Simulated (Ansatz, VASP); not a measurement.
## Two plane-wave programs on Rb

Contents of INCAR:

```
SYSTEM = Rb
ALGO     = Normal         ! electronic algorithm
EDIFF    = 1E-7           ! SCF threshold, eV
ENCUT    = 520            ! plane-wave cutoff, eV
ISIF     = 2              ! what is computed and relaxed
ISMEAR   = 1              ! smearing method
LASPH    = .TRUE.         ! aspherical terms in the spheres
LCHARG   = .FALSE.        ! write CHGCAR
LREAL    = .FALSE.        ! projectors in reciprocal space
LWAVE    = .FALSE.        ! write WAVECAR
NBANDS   = 10             ! bands
NELM     = 100            ! most SCF steps
PREC     = Accurate       ! precision mode
SIGMA    = 0.3            ! smearing width, eV
```

Contents of KPOINTS:

```
k-points
0
G
  8 8 8
  0 0 0
```

File POSCAR:

```
Rb
1.0
   -2.6859640533      2.6859640533      2.6859640533
    2.6859640533     -2.6859640533      2.6859640533
    2.6859640533      2.6859640533     -2.6859640533
Rb
1
Direct
    0.0000000000      0.0000000000      0.0000000000
```

Input for Ansatz:

```yaml
crystal:
  lattice:
    - [-2.6859640533, 2.6859640533, 2.6859640533]
    - [2.6859640533, -2.6859640533, 2.6859640533]
    - [2.6859640533, 2.6859640533, -2.6859640533]
  atoms:
    - { symbol: Rb, position: [0.0, 0.0, 0.0] }
hamiltonian:
  xc: lda
  pseudopotentials:
    kind: paw
    azcp:
      Rb: "pseudopotentials/Rb.paw.azcp"
basis:
  ecutwfc: 420
  fft_grid_basis: typed
kpoints:
  mp_grid: { grid: [8, 8, 8], shift: [0, 0, 0] }
magnetization:
  spin_polarized: false
scf:
  occupations: { method: methfessel_paxton, width: 0.3 }
  lower_state_search: "off"
output:
  stress: true
```

Alike in both runs: task single point; functional LDA; k mesh 8 × 8 × 8; occupations methfessel-paxton of order 1, width 0.3 eV; no spin polarisation.

```csv
,VASP,Ansatz
version,VASP 6.6.1,Ansatz 0.2.0
potentials or method,"VASP PAW LDA potentials, release 64 (Rb_sv), cutoff 520 eV","plane waves (420 eV) with PAW, scalar-relativistic"
valence electrons in the cell,9,9
```

```csv
,VASP,Ansatz,Ansatz less VASP
pressure (GPa),0.0,0.0,0.00
```

Ansatz warns that its potentials were made for another functional, while VASP's fit it. LDA's correlation is that of Perdew and Zunger in VASP and of Perdew and Wang (1992) in Ansatz.
